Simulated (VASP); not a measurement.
# Ga3Se (Pm-3m) in VASP: a series of runs, part 2 of 2

VASP 6.6.1. Earlier steps stand in the parts before.

### 3 Single point, PBE (strained)

Input file INCAR:

```
SYSTEM = Ga3Se
PREC = Accurate ; ENCUT = 520
EDIFF = 1E-6 ; ISMEAR = 0
SIGMA = 0.1 ; LREAL = .False.
LASPH = .True. ; NELM = 60
ALGO = Normal ; ISIF = 2
LWAVE = .False. ; LCHARG = .False.
GGA = PE ; NBANDS = 30
```

Input file KPOINTS:

```
regular mesh
0
Gamma
  10 10 10
  0 0 0
```

Input file POSCAR:

```
Ga3Se
1.0
    4.4441223829      0.0000000000      0.0000000000
    0.0000000000      4.4441223829      0.0000000000
    0.0000000000      0.0000000000      4.4441223829
Ga Se
3 1
Direct
    0.0000000000      0.5000000000      0.5000000000
    0.5000000000      0.0000000000      0.5000000000
    0.5000000000      0.5000000000      0.0000000000
    0.0000000000      0.0000000000      0.0000000000
```

Potentials or basis: VASP PAW PBE potentials, release 64 (Ga_d, Se).

Started as:

```bash
> cat potpaw_PBE.64/Ga_d/POTCAR potpaw_PBE.64/Se/POTCAR > POTCAR
> mpirun -np 1 vasp_std > vasp.out
```

OUTCAR:

```text
SYSTEM = Ga3Se
   PREC = Accurate
   ENCUT = 520
   EDIFF = 1E-6
   ISMEAR = 0
   LREAL = .False.
   LASPH = .True.
   NELM = 60
   ISIF = 2
   GGA = PE

 ion  position               nearest neighbor table
   1  0.000  0.500  0.500-
   2  0.500  0.000  0.500-
   3  0.500  0.500  0.000-
   4  0.000  0.000  0.000-

  LATTYP: Found a simple cubic cell.
 ALAT       =     4.4441223829

  Lattice vectors:

 A1 = (   4.4441223829,   0.0000000000,   0.0000000000)
 A2 = (   0.0000000000,   4.4441223829,   0.0000000000)
 A3 = (   0.0000000000,   0.0000000000,   4.4441223829)

Analysis of symmetry for initial positions (statically):
=====================================================================
 Subroutine PRICEL returns:
 Original cell was already a primitive cell.

 Routine SETGRP: Setting up the symmetry group for a
 simple cubic supercell.

 Subroutine GETGRP returns: Found 48 space group operations
 (whereof 48 operations were pure point group operations)
 out of a pool of 48 trial point group operations.

The static configuration has the point symmetry O_h .

Analysis of symmetry for dynamics (positions and initial velocities):
=====================================================================
 Subroutine PRICEL returns:
 Original cell was already a primitive cell.

 Routine SETGRP: Setting up the symmetry group for a
 simple cubic supercell.

 Subroutine GETGRP returns: Found 48 space group operations
 (whereof 48 operations were pure point group operations)
 out of a pool of 48 trial point group operations.

The dynamic configuration has the point symmetry O_h .

 Subroutine INISYM returns: Found 48 space group operations
 (whereof 48 operations are pure point group operations),
 and found     1 'primitive' translations

----------------------------------------------------------------------------------------

                                     Primitive cell

  volume of cell :      87.7724

  direct lattice vectors                    reciprocal lattice vectors
     4.444122383  0.000000000  0.000000000     0.225016306  0.000000000  0.000000000
     0.000000000  4.444122383  0.000000000     0.000000000  0.225016306  0.000000000
     0.000000000  0.000000000  4.444122383     0.000000000  0.000000000  0.225016306

  length of vectors
     4.444122383  4.444122383  4.444122383     0.225016306  0.225016306  0.225016306

  position of ions in fractional coordinates (direct lattice)
     0.000000000  0.500000000  0.500000000
     0.500000000  0.000000000  0.500000000
     0.500000000  0.500000000  0.000000000
     0.000000000  0.000000000  0.000000000

  ion indices of the primitive-cell ions
   primitive index   ion index
                 1           1
                 2           2
                 3           3
                 4           4

----------------------------------------------------------------------------------------

 KPOINTS: regular mesh

Automatic generation of k-mesh.
 Grid dimensions read from file:
 generate k-points for:   10   10   10

 Generating k-lattice:

  Cartesian coordinates                     Fractional coordinates (reciprocal lattice)
     0.022501631  0.000000000  0.000000000     0.100000000  0.000000000  0.000000000
     0.000000000  0.022501631  0.000000000     0.000000000  0.100000000  0.000000000
     0.000000000  0.000000000  0.022501631     0.000000000  0.000000000  0.100000000

  Length of vectors
     0.022501631  0.022501631  0.022501631

  Shift w.r.t. Gamma in fractional coordinates (k-lattice)
     0.000000000  0.000000000  0.000000000

 Subroutine IBZKPT returns following result:
 ===========================================

 Found     56 irreducible k-points:

 Following reciprocal coordinates:
            Coordinates               Weight
  0.000000  0.000000  0.000000      1.000000
  0.100000  0.000000  0.000000      6.000000
  0.200000  0.000000  0.000000      6.000000
  0.300000  0.000000  0.000000      6.000000
  0.400000  0.000000  0.000000      6.000000
  0.500000  0.000000  0.000000      3.000000
[... 16 lines left out ...]
  0.200000  0.100000  0.100000     24.000000
  0.300000  0.100000  0.100000     24.000000
 [... further k-points ...]
   k-points           NKPTS =     56   k-points in BZ     NKDIM =     56   number of bands    NBANDS=     30
   number of dos      NEDOS =    301   number of ions     NIONS =      4
   total plane-waves  NPLWV =  46656
   dimension x,y,z NGX =    36 NGY =   36 NGZ =   36
   dimension x,y,z NGXF=    72 NGYF=   72 NGZF=   72
   ions per type =               3   1
   NGX,Y,Z   is equivalent  to a cutoff of  13.47, 13.47, 13.47 a.u.
   NGXF,Y,Z  is equivalent  to a cutoff of  26.93, 26.93, 26.93 a.u.
 SYSTEM =  Ga3Se
   PREC   = accura    normal or accurate (medium, high low for compatibility)
   ISTART =      0    job   : 0-new  1-cont  2-samecut
   ICHARG =      2    charge: 1-file 2-atom 10-const
   ISPIN  =      1    spin polarized calculation?
   LNONCOLLINEAR =      F non collinear calculations
   LSORBIT =      F    spin-orbit coupling
   LASPH  =      T    aspherical Exc in radial PAW
   ENCUT  =  520.0 eV  38.22 Ry    6.18 a.u.   8.26  8.26  8.26*2*pi/ulx,y,z
   NELM   =     60;   NELMIN=  2; NELMDL= -5     # of ELM steps
   EDIFF  = 0.1E-05   stopping-criterion for ELM
   LREAL  =      F    real-space projection
   EDIFFG = 0.1E-04   stopping-criterion for IOM
   NSW    =      0    number of steps for IOM
   IBRION =     -1    ionic relax: 0-MD 1-quasi-New 2-CG
   NFREE  =      0    steps in history (QN), initial steepest desc. (CG)
   ISIF   =      2    stress and relaxation
   ISYM   =      2    0-nonsym 1-usesym 2-fastsym
   POTIM  = 0.5000    time-step for ionic-motion
   TEBEG  =    0.0;   TEEND  =   0.0 temperature during run
   PSTRESS=    0.0 pullay stress
   NELECT =      45.0000    total number of electrons
   NUPDOWN=      -1.0000    fix difference up-down
   EMIN   =  10.00;   EMAX   =-10.00  energy-range for DOS
   EFERMI =   0.00;   METHOD = LEGACY
   ISMEAR =     0;   SIGMA  =   0.10  broadening in eV -4-tet -1-fermi 0-gaus
   EFERMI_NEDOS =   21; number of points for ismear=-14 and -15
   IALGO  =     38    algorithm
   IMIX   =      4    mixing-type and parameters
     AMIX     =   0.40;   BMIX     =  1.00
     AMIX_MAG =   1.60;   BMIX_MAG =  1.00
  volume/ion in A,a.u.               =      21.94       148.08
  Fermi-wavevector in a.u.,A,eV,Ry     =   1.310267  2.476045 23.358461  1.716798
  Thomas-Fermi vector in A             =   2.440809
   LORBIT       =      0    0 simple, 1 ext, 2 COOP (PROOUT), +10 PAW based schemes
   GGA     = PE    functional components
   LHFCALC =     F    Hartree Fock is set to
   AEXX    =    0.0000 exact exchange contribution
   IVDW    =     0    specifies the selected vdW correction
   LEPSILON=     F    determine dielectric tensor
   LRPA    =     F    only Hartree local field effects (RPA)
 non-spin polarized calculation
 Gauss-broadening in eV      SIGMA  =   0.10
  energy-cutoff  :      520.00
  volume of cell :       87.77
 maximum number of plane-waves:      2393
 NGX is ok and might be reduce to    36
   NGX = 17   NGY = 17   NGZ = 17

 number of electron      44.9999946 magnetization

 Free energy of the ion-electron system (eV)
  ---------------------------------------------------
  ext. energy  EPLUGINS =         0.00000000
  ---------------------------------------------------
  free energy    TOTEN  =       -12.41464272 eV

  energy without entropy =      -12.40309948  energy(sigma->0) =      -12.40887110

 E-fermi :   4.5541     XC(G=0): -10.2310

 val. band max:        4.5496872307   @ k =   0.4000   0.0000   0.0000
 cond. band min:       4.5764247161   @ k =   0.5000   0.4000   0.0000
 fundamental gap:      0.0267374854
 Fermi energy:         4.5541475019

 k-point     1 :       0.0000    0.0000    0.0000
  band No.  band energies     occupation
      1     -10.4754      2.00000
      2     -10.4574      2.00000
      3     -10.4574      2.00000
      4     -10.4574      2.00000
      5     -10.4082      2.00000
      6     -10.4082      2.00000
[... 781 lines left out ...]
     29       9.6680      0.00000
     30      11.7974      0.00000

 [... further k-points ...]

------------------------ aborting loop because EDIFF is reached ----------------------------------------

  FORCE on cell =-STRESS in cart. coord.  units (eV):
  Direction    XX          YY          ZZ          XY          YZ          ZX
  --------------------------------------------------------------------------------------
  -------------------------------------------------------------------------------------
  Total       -0.4344978     -0.4344978     -0.4344978      0.0000000      0.0000000      0.0000000
  in kB       -7.9312230     -7.9312230     -7.9312230      0.0000000      0.0000000      0.0000000
  external PRESSURE =      -7.9312230 kB  Pullay stress =       0.0000000 kB

 VOLUME and BASIS-vectors are now :
 -----------------------------------------------------------------------------
  energy-cutoff  :      520.00
  volume of cell :       87.77
      direct lattice vectors                 reciprocal lattice vectors
     4.444122383  0.000000000  0.000000000     0.225016306  0.000000000  0.000000000
     0.000000000  4.444122383  0.000000000     0.000000000  0.225016306  0.000000000
     0.000000000  0.000000000  4.444122383     0.000000000  0.000000000  0.225016306

 POSITION                                       TOTAL-FORCE (eV/Angst)
 -----------------------------------------------------------------------------------
      0.00000      2.22206      2.22206         0.000000      0.000000      0.000000
      2.22206      0.00000      2.22206         0.000000      0.000000      0.000000
      2.22206      2.22206      0.00000         0.000000      0.000000      0.000000
      0.00000      0.00000      0.00000         0.000000      0.000000      0.000000
 -----------------------------------------------------------------------------------
    total drift:                                0.000000      0.000000      0.000000

  FREE ENERGIE OF THE ION-ELECTRON SYSTEM (eV)
  ---------------------------------------------------
  free  energy   TOTEN  =       -12.4146427166 eV

  energy  without entropy=      -12.4030994758  energy(sigma->0) =      -12.40887110
```

It took 1.9 min on 1 thread of Intel Xeon 8259CL, shared host; peak memory 0.28 GiB.

Results:

* Free energy: -12.4146 eV
* Pressure: -0.8 GPa
* Band gap on the k mesh: zero (an odd number of electrons rules out a gap without spin polarisation)

Caveat: the cell differs from its parent crystal (strained).

### 4 Single point, PBE (strained)

Input file INCAR:

```
SYSTEM = Ga3Se
PREC = Accurate
ENCUT = 520
EDIFF = 1E-6
ISMEAR = 0
SIGMA = 0.1
LREAL = .FALSE.
LASPH = .TRUE.
NELM = 80
ALGO = Normal
ISIF = 2
LWAVE = .FALSE.
LCHARG = .FALSE.
GGA = PE
NBANDS = 30
```

Input file KPOINTS:

```
Automatic mesh
0
G
  10 10 10
  0 0 0
```

Input file POSCAR:

```
Ga3Se
1.0
    4.4868956702      0.0000000000      0.0000000000
    0.0000000000      4.4868956702      0.0000000000
    0.0000000000      0.0000000000      4.4868956702
Ga Se
3 1
Direct
    0.0000000000      0.5000000000      0.5000000000
    0.5000000000      0.0000000000      0.5000000000
    0.5000000000      0.5000000000      0.0000000000
    0.0000000000      0.0000000000      0.0000000000
```

Started as:

```bash
> cat potpaw_PBE.64/Ga_d/POTCAR potpaw_PBE.64/Se/POTCAR > POTCAR
> mpirun -np 1 vasp_std > vasp.out
```

Run time: 2 min. Hardware: 1 thread of Intel Xeon 8259CL, shared host; peak memory 0.29 GiB.

Results (log left out):

| Quantity | Value |
| --- | --- |
| Free energy | -12.3937 eV |
| Pressure | -1.8 GPa |
| Band gap on the k mesh | zero (an odd number of electrons rules out a gap without spin polarisation) |

Levels at points of the mesh, in eV from the Fermi level:
```csv
k point,band 20,band 21,band 22,band 23,band 24,band 25
"(0.00, 0.00, 0.00)",-3.56,-2.89,-2.89,1.57,1.57,1.57
"(0.50, 0.00, 0.00)",-2.67,-2.28,-1.01,-0.18,-0.18,1.26
"(0.50, 0.50, 0.00)",-2.07,-0.77,-0.77,-0.73,1.28,1.70
"(0.50, 0.50, 0.50)",-4.65,-4.65,-4.65,-3.33,3.81,3.81
```

Caveat: the cell differs from its parent crystal (strained).

### 5 The runs side by side

```csv
cell,gap on the mesh (eV),pressure (GPa)
"a = 4.391 Å, 4 atoms",none,0.6
"a = 4.444 Å, 4 atoms",none,-0.8
"a = 4.487 Å, 4 atoms",none,-1.8
```

Alike in all rows: task single point; level PBE; potentials or basis VASP PAW PBE potentials, release 64 (Ga_d, Se); no spin polarisation; k mesh 10 × 10 × 10; cutoff (eV) 520; smearing gaussian 0.1 eV.

Total energies depend on the potentials used, so only differences within one code and one set of settings carry meaning.
